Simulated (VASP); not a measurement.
# C (Fd-3m) in VASP: single point with PBE

Aim: the single point of C with PBE.

All numbers are computed with VASP 6.6.1; they aren't measurements. Logs are shortened: lines on timing, memory, paths and dates and some standing lists are left out, and cuts for length are marked.

### Step 1. The cell of the first run

It takes space group Fd-3m (No. 227, cubic). Conventional cell: a = 3.572 Å, b = 3.572 Å, c = 3.572 Å, α = 90.00°, β = 90.00°, γ = 90.00°. Within 2.1 Å of C (site symmetry -43m) lie 4 C at 1.55 Å.

### Step 2. Single point, PBE

File INCAR:

```
PREC = Accurate
ENCUT = 600
EDIFF = 1E-6
ISMEAR = 0
SIGMA = 0.02
LREAL = False
LASPH = True
NELM = 120
ALGO = Normal
ISIF = 2
LWAVE = False
LCHARG = True
GGA = PE
LELF = True
LVHAR = True
NBANDS = 11
GGA_COMPAT = False
```

File KPOINTS:

```
regular mesh
0
Gamma
  12 12 12
```

File POSCAR:

```
C
1.0
    0.0000000000      1.7857952418      1.7857952418
    1.7857952418      0.0000000000      1.7857952418
    1.7857952418      1.7857952418      0.0000000000
C
2
Direct
    0.0000000000      0.0000000000      0.0000000000
    0.2500000000      0.2500000000      0.2500000000
```

Potentials or basis: VASP PAW PBE potentials, release 64 (C).

The run is started by

```console
$ cat potpaw_PBE.64/C/POTCAR > POTCAR
$ mpirun -np 1 vasp_std > vasp.out
```

OUTCAR:

```text
PREC = Accurate
   ENCUT = 600
   EDIFF = 1E-6
   ISMEAR = 0
   LREAL = False
   LASPH = True
   NELM = 120
   ISIF = 2
   GGA = PE

 ion  position               nearest neighbor table
   1  0.000  0.000  0.000-   2 1.55   2 1.55   2 1.55   2 1.55
   2  0.250  0.250  0.250-   1 1.55   1 1.55   1 1.55   1 1.55

  LATTYP: Found a face centered cubic cell.
 ALAT       =     3.5715904836

  Lattice vectors:

 A1 = (   0.0000000000,   1.7857952418,   1.7857952418)
 A2 = (   1.7857952418,   0.0000000000,   1.7857952418)
 A3 = (   1.7857952418,   1.7857952418,   0.0000000000)

Analysis of symmetry for initial positions (statically):
=====================================================================
 Subroutine PRICEL returns:
 Original cell was already a primitive cell.

 Routine SETGRP: Setting up the symmetry group for a
 face centered cubic supercell.

 Subroutine GETGRP returns: Found 48 space group operations
 (whereof 24 operations were pure point group operations)
 out of a pool of 48 trial point group operations.

The static configuration has the point symmetry T_d .
 The point group associated with its full space group is O_h .

Analysis of symmetry for dynamics (positions and initial velocities):
=====================================================================
 Subroutine PRICEL returns:
 Original cell was already a primitive cell.

 Routine SETGRP: Setting up the symmetry group for a
 face centered cubic supercell.

 Subroutine GETGRP returns: Found 48 space group operations
 (whereof 24 operations were pure point group operations)
 out of a pool of 48 trial point group operations.

The dynamic configuration has the point symmetry T_d .
 The point group associated with its full space group is O_h .

 Subroutine INISYM returns: Found 48 space group operations
 (whereof 24 operations are pure point group operations),
 and found     1 'primitive' translations

----------------------------------------------------------------------------------------

                                     Primitive cell

  volume of cell :      11.3900

  direct lattice vectors                    reciprocal lattice vectors
     0.000000000  1.785795242  1.785795242    -0.279987307  0.279987307  0.279987307
     1.785795242  0.000000000  1.785795242     0.279987307 -0.279987307  0.279987307
     1.785795242  1.785795242  0.000000000     0.279987307  0.279987307 -0.279987307

  length of vectors
     2.525495851  2.525495851  2.525495851     0.484952241  0.484952241  0.484952241

  position of ions in fractional coordinates (direct lattice)
     0.000000000  0.000000000  0.000000000
     0.250000000  0.250000000  0.250000000

  ion indices of the primitive-cell ions
   primitive index   ion index
                 1           1
                 2           2

----------------------------------------------------------------------------------------

 KPOINTS: regular mesh

Automatic generation of k-mesh.
 Grid dimensions read from file:
 generate k-points for:   12   12   12

 Generating k-lattice:

  Cartesian coordinates                     Fractional coordinates (reciprocal lattice)
    -0.023332276  0.023332276  0.023332276     0.083333333  0.000000000  0.000000000
     0.023332276 -0.023332276  0.023332276     0.000000000  0.083333333  0.000000000
     0.023332276  0.023332276 -0.023332276     0.000000000  0.000000000  0.083333333

  Length of vectors
     0.040412687  0.040412687  0.040412687

  Shift w.r.t. Gamma in fractional coordinates (k-lattice)
     0.000000000  0.000000000  0.000000000

 Subroutine IBZKPT returns following result:
 ===========================================

 Found     72 irreducible k-points:

 Following reciprocal coordinates:
            Coordinates               Weight
  0.000000  0.000000  0.000000      1.000000
  0.083333  0.000000  0.000000      8.000000
  0.166667  0.000000  0.000000      8.000000
  0.250000  0.000000  0.000000      8.000000
  0.333333  0.000000  0.000000      8.000000
  0.416667  0.000000  0.000000      8.000000
[... 16 lines left out ...]
  0.500000  0.166667  0.000000     24.000000
 -0.416667  0.166667  0.000000     24.000000
 [... further k-points ...]
   k-points           NKPTS =     72   k-points in BZ     NKDIM =     72   number of bands    NBANDS=     11
   number of dos      NEDOS =    301   number of ions     NIONS =      2
   total plane-waves  NPLWV =   8000
   dimension x,y,z NGX =    20 NGY =   20 NGZ =   20
   dimension x,y,z NGXF=    40 NGYF=   40 NGZF=   40
   ions per type =               2
   NGX,Y,Z   is equivalent  to a cutoff of  13.17, 13.17, 13.17 a.u.
   NGXF,Y,Z  is equivalent  to a cutoff of  26.33, 26.33, 26.33 a.u.
 SYSTEM =  unknown system
   PREC   = accura    normal or accurate (medium, high low for compatibility)
   ISTART =      0    job   : 0-new  1-cont  2-samecut
   ICHARG =      2    charge: 1-file 2-atom 10-const
   ISPIN  =      1    spin polarized calculation?
   LNONCOLLINEAR =      F non collinear calculations
   LSORBIT =      F    spin-orbit coupling
   LASPH  =      T    aspherical Exc in radial PAW
   ENCUT  =  600.0 eV  44.10 Ry    6.64 a.u.   5.04  5.04  5.04*2*pi/ulx,y,z
   NELM   =    120;   NELMIN=  2; NELMDL= -5     # of ELM steps
   EDIFF  = 0.1E-05   stopping-criterion for ELM
   LREAL  =      F    real-space projection
   EDIFFG = 0.1E-04   stopping-criterion for IOM
   NSW    =      0    number of steps for IOM
   IBRION =     -1    ionic relax: 0-MD 1-quasi-New 2-CG
   NFREE  =      0    steps in history (QN), initial steepest desc. (CG)
   ISIF   =      2    stress and relaxation
   ISYM   =      2    0-nonsym 1-usesym 2-fastsym
   POTIM  = 0.5000    time-step for ionic-motion
   TEBEG  =    0.0;   TEEND  =   0.0 temperature during run
   PSTRESS=    0.0 pullay stress
   NELECT =       8.0000    total number of electrons
   NUPDOWN=      -1.0000    fix difference up-down
   EMIN   =  10.00;   EMAX   =-10.00  energy-range for DOS
   EFERMI =   0.00;   METHOD = LEGACY
   ISMEAR =     0;   SIGMA  =   0.02  broadening in eV -4-tet -1-fermi 0-gaus
   EFERMI_NEDOS =   21; number of points for ismear=-14 and -15
   IALGO  =     38    algorithm
   IMIX   =      4    mixing-type and parameters
     AMIX     =   0.40;   BMIX     =  1.00
     AMIX_MAG =   1.60;   BMIX_MAG =  1.00
  volume/ion in A,a.u.               =       5.70        38.43
  Fermi-wavevector in a.u.,A,eV,Ry     =   1.455224  2.749975 28.812741  2.117677
  Thomas-Fermi vector in A             =   2.572283
   LORBIT       =      0    0 simple, 1 ext, 2 COOP (PROOUT), +10 PAW based schemes
   GGA     = PE    functional components
   LHFCALC =     F    Hartree Fock is set to
   AEXX    =    0.0000 exact exchange contribution
   IVDW    =     0    specifies the selected vdW correction
   LEPSILON=     F    determine dielectric tensor
   LRPA    =     F    only Hartree local field effects (RPA)
 non-spin polarized calculation
 Gauss-broadening in eV      SIGMA  =   0.02
  energy-cutoff  :      600.00
  volume of cell :       11.39
 maximum number of plane-waves:       392
   NGX =  9   NGY =  9   NGZ =  9

 number of electron       7.9999999 magnetization

 Free energy of the ion-electron system (eV)
  ---------------------------------------------------
  ext. energy  EPLUGINS =         0.00000000
  ---------------------------------------------------
  free energy    TOTEN  =       -18.19049244 eV

  energy without entropy =      -18.19049244  energy(sigma->0) =      -18.19049244

 E-fermi :   9.7728     XC(G=0): -13.2303

 val. band max:        9.6696220896   @ k =   0.0000   0.0000   0.0000
 cond. band min:      13.8138481038   @ k =   0.3333   0.3333   0.0000
 fundamental gap:      4.1442260142
 Fermi energy:         9.7728269460

 k-point     1 :       0.0000    0.0000    0.0000
  band No.  band energies     occupation
      1     -11.7521      2.00000
      2       9.6696      2.00000
      3       9.6696      2.00000
      4       9.6696      2.00000
      5      15.2486      0.00000
      6      15.2486      0.00000
      7      15.2486      0.00000
      8      22.9076      0.00000
      9      28.9126      0.00000
     10      36.1611      0.00000
     11      36.1611      0.00000

 k-point     2 :       0.0833    0.0000    0.0000
  band No.  band energies     occupation
      1     -11.5605      2.00000
      2       8.4475      2.00000
      3       9.3484      2.00000
      4       9.3484      2.00000
      5      15.6695      0.00000
      6      15.6695      0.00000
      7      15.9583      0.00000
      8      23.0752      0.00000
      9      29.2321      0.00000
     10      34.0432      0.00000
     11      34.0432      0.00000

 k-point     3 :       0.1667    0.0000    0.0000
  band No.  band energies     occupation
      1     -10.9876      2.00000
      2       5.9248      2.00000
      3       8.6508      2.00000
      4       8.6508      2.00000
      5      16.5846      0.00000
      6      16.5846      0.00000
      7      17.0371      0.00000
      8      23.5586      0.00000
      9      29.9006      0.00000
     10      32.4518      0.00000
     11      32.4518      0.00000
[... 267 lines left out ...]
 k-point    23 :       0.5000    0.1667    0.0000
  band No.  band energies     occupation
      1      -6.0193      2.00000
      2      -2.3063      2.00000
      3       4.6971      2.00000
      4       5.7194      2.00000
      5      16.7526      0.00000
      6      20.3614      0.00000
      7      20.8436      0.00000
      8      23.9144      0.00000
      9      29.7581      0.00000
     10      33.4063      0.00000
     11      36.2030      0.00000

 k-point    24 :      -0.4167    0.1667    0.0000
  band No.  band energies     occupation
      1      -5.5929      2.00000
      2      -2.8187      2.00000
      3       4.2127      2.00000
      4       6.0960      2.00000
      5      17.1885      0.00000
      6      19.8733      0.00000
      7      20.8215      0.00000
      8      25.0588      0.00000
      9      29.0677      0.00000
     10      33.8106      0.00000
     11      34.1586      0.00000

 [... further k-points ...]

------------------------ aborting loop because EDIFF is reached ----------------------------------------

  FORCE on cell =-STRESS in cart. coord.  units (eV):
  Direction    XX          YY          ZZ          XY          YZ          ZX
  --------------------------------------------------------------------------------------
  -------------------------------------------------------------------------------------
  Total       -0.0006865     -0.0006865     -0.0006865      0.0000000      0.0000000      0.0000000
  in kB       -0.0965709     -0.0965709     -0.0965709      0.0000000      0.0000000      0.0000000
  external PRESSURE =      -0.0965709 kB  Pullay stress =       0.0000000 kB

 VOLUME and BASIS-vectors are now :
 -----------------------------------------------------------------------------
  energy-cutoff  :      600.00
  volume of cell :       11.39
      direct lattice vectors                 reciprocal lattice vectors
     0.000000000  1.785795242  1.785795242    -0.279987307  0.279987307  0.279987307
     1.785795242  0.000000000  1.785795242     0.279987307 -0.279987307  0.279987307
     1.785795242  1.785795242  0.000000000     0.279987307  0.279987307 -0.279987307

 POSITION                                       TOTAL-FORCE (eV/Angst)
 -----------------------------------------------------------------------------------
      0.00000      0.00000      0.00000        -0.000000     -0.000000     -0.000000
      0.89290      0.89290      0.89290         0.000000      0.000000      0.000000
 -----------------------------------------------------------------------------------
    total drift:                                0.000000      0.000000      0.000000

  FREE ENERGIE OF THE ION-ELECTRON SYSTEM (eV)
  ---------------------------------------------------
  free  energy   TOTEN  =       -18.1904924437 eV

  energy  without entropy=      -18.1904924437  energy(sigma->0) =      -18.19049244
```

Wall time 5.7 s (1 thread of AMD EPYC 9R45 (Zen 5), shared host); peak memory 0.09 GiB.

Results:

```yaml
Free_energy: -18.1905 eV
Pressure: 0.0 GPa
Band_gap_on_the_k_mesh: 4.14 eV, indirect (least direct gap 5.58 eV)
```
